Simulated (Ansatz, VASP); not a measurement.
# Sr4O3: VASP beside Ansatz

INCAR

```
SYSTEM = Sr4O3
PREC     = Accurate       ! precision mode
ENCUT    = 600            ! plane-wave cutoff, eV
EDIFF    = 1E-6           ! SCF threshold, eV
ISMEAR   = 0              ! smearing method
SIGMA    = 0.02           ! smearing width, eV
LREAL    = .FALSE.        ! projectors in reciprocal space
LASPH    = .TRUE.         ! aspherical terms in the spheres
NELM     = 60             ! most SCF steps
ALGO     = Normal         ! electronic algorithm
ISIF     = 3              ! what is computed and relaxed
LWAVE    = .FALSE.        ! write WAVECAR
LCHARG   = .FALSE.        ! write CHGCAR
GGA      = PE             ! functional
IBRION   = 2              ! ionic algorithm
NSW      = 100            ! ionic steps
EDIFFG   = -0.01          ! ionic threshold
```

File KPOINTS:

```
Automatic mesh
0
G
  6 6 6
  0 0 0
```

File POSCAR:

```
Sr4O3
1.0
    5.7140868981      0.0000000000      0.0000000000
    0.0000000000      5.7140868981      0.0000000000
    0.0000000000      0.0000000000      5.7140868981
Sr O
4 3
Direct
    0.7627055426      0.7627055426      0.7627055426
    0.2372944574      0.2372944574      0.7627055426
    0.2372944574      0.7627055426      0.2372944574
    0.7627055426      0.2372944574      0.2372944574
    0.0000000000      0.0000000000      0.5000000000
    0.5000000000      0.0000000000      0.0000000000
    0.0000000000      0.5000000000      0.0000000000
```

Input for Ansatz:

```yaml
crystal:
  lattice:
    - [5.7140868981, 0.0, 0.0]
    - [0.0, 5.7140868981, 0.0]
    - [0.0, 0.0, 5.7140868981]
  atoms:
    - { symbol: Sr, position: [0.7627055426, 0.7627055426, 0.7627055426] }
    - { symbol: Sr, position: [0.2372944574, 0.2372944574, 0.7627055426] }
    - { symbol: Sr, position: [0.2372944574, 0.7627055426, 0.2372944574] }
    - { symbol: Sr, position: [0.7627055426, 0.2372944574, 0.2372944574] }
    - { symbol: O, position: [0.0, 0.0, 0.5] }
    - { symbol: O, position: [0.5, 0.0, 0.0] }
    - { symbol: O, position: [0.0, 0.5, 0.0] }
basis:
  ecutwfc: 420
kpoints:
  mp_grid: { grid: [6, 6, 6] }
hamiltonian:
  xc: pbe
scf:
  occupations: { method: gaussian, width: 0.02 }
output:
  forces: true
  stress: true
  eigenvalues: true
  write_density: true
  write_potential: true
  elf: true
  volumetric_format: npy
relax:
  adjacent_minimum: "off"
  f_tol: 0.01
  max_steps: 80
  cell: { stress_tol: 0.05 }
```

Change from the starting cell: species swapped into the Ge3As4 type (P-43m, No. 215).

Alike in both runs: task relaxation of cell and atoms; functional PBE; k mesh 6 × 6 × 6; occupations gaussian, width 0.02 eV; no spin polarisation.

|  | VASP | Ansatz |
| --- | --- | --- |
| version | VASP 6.6.1 | Ansatz 0.2.0 |
| potentials or method | VASP PAW PBE potentials, release 64 (Sr_sv, O), cutoff 600 eV | scalar-relativistic, plane waves, PAW |
| valence electrons in the cell | 58 | 58 |

Ansatz gave:

```
gap on the k mesh at the Fermi level, each at its own relaxed structure (eV) : 0.42
relaxed volume (Å³/atom)                                                     : 26.75
relaxed cell length with the largest relative difference (Å)                 : 5.721
```

Estimate VASP's values.

gap on the k mesh at the Fermi level, each at its own relaxed structure (eV): 0.44; relaxed volume (Å³/atom): 26.86; relaxed cell length with the largest relative difference (Å): 5.729.
